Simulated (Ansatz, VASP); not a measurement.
**One calculation of Mg, two programs**

INCAR

```
SYSTEM = Mg
  PREC = Accurate
  ENCUT = 600
  EDIFF = 1E-7
  ISMEAR = 0
  SIGMA = 0.1
  LREAL = .False.
  LASPH = .True.
  NELM = 120
  ALGO = Normal
  ISIF = 3
  LWAVE = .False.
  LCHARG = .False.
  GGA = PE
  IBRION = 2
  NSW = 90
  EDIFFG = -0.04
  GGA_COMPAT = .False.
  NELMIN = 4
```

Contents of KPOINTS:

```
regular mesh
0
Gamma
  6 6 6
  0 0 0
```

File POSCAR:

```
Mg
1.0
    0.0000000000      3.1773615200      3.1773615200
    3.1773615200      0.0000000000      3.1773615200
    3.1773615200      3.1773615200      0.0000000000
Mg
3
Direct
    0.2500000000      0.2500000000      0.2500000000
    0.7500000000      0.7500000000      0.7500000000
    0.5000000000      0.5000000000      0.5000000000
```

Input for Ansatz:

```yaml
crystal:
  lattice:
    - [0.0, 3.17736152, 3.17736152]
    - [3.17736152, 0.0, 3.17736152]
    - [3.17736152, 3.17736152, 0.0]
  atoms:
    - { symbol: Mg, position: [0.25, 0.25, 0.25] }
    - { symbol: Mg, position: [0.75, 0.75, 0.75] }
    - { symbol: Mg, position: [0.5, 0.5, 0.5] }
basis:
  ecutwfc: 420
kpoints:
  mp_grid: { grid: [6, 6, 6] }
hamiltonian:
  xc: pbe
scf:
  occupations: { method: gaussian, width: 0.1 }
  lower_state_search: "off"
output:
  forces: true
  stress: true
  eigenvalues: true
relax:
  adjacent_minimum: "off"
  f_tol: 0.04
  max_steps: 70
  cell: { stress_tol: 0.4 }
```

Alike in both runs: task relaxation of cell and atoms; functional PBE; k mesh 6 × 6 × 6; occupations gaussian, width 0.1 eV; no spin polarisation.

|  | VASP | Ansatz |
| --- | --- | --- |
| version | VASP 6.6.1 | Ansatz 0.2.0 |
| potentials or method | VASP PAW PBE potentials, release 64 (Mg), cutoff 600 eV | scalar-relativistic, plane waves, PAW |
| valence electrons in the cell | 6 | 30 |

```tsv
	VASP	Ansatz	Ansatz less VASP
gap on the k mesh at the Fermi level, each at its own relaxed structure (eV)	none	none	-
relaxed volume (Å³/atom)	28.10	27.88	-0.226
relaxed cell length with the largest relative difference (Å)	4.922	4.909	-0.0132
```

A gap of «none» marks a metal or a gap that the smearing closes. VASP's potentials hold 6 valence electrons a cell and Ansatz's 30, so a difference there can come from the potentials and not from the codes.

Noted on VASP's run: the volume moved by over 15 % at a fixed basis, so the end points are rough.
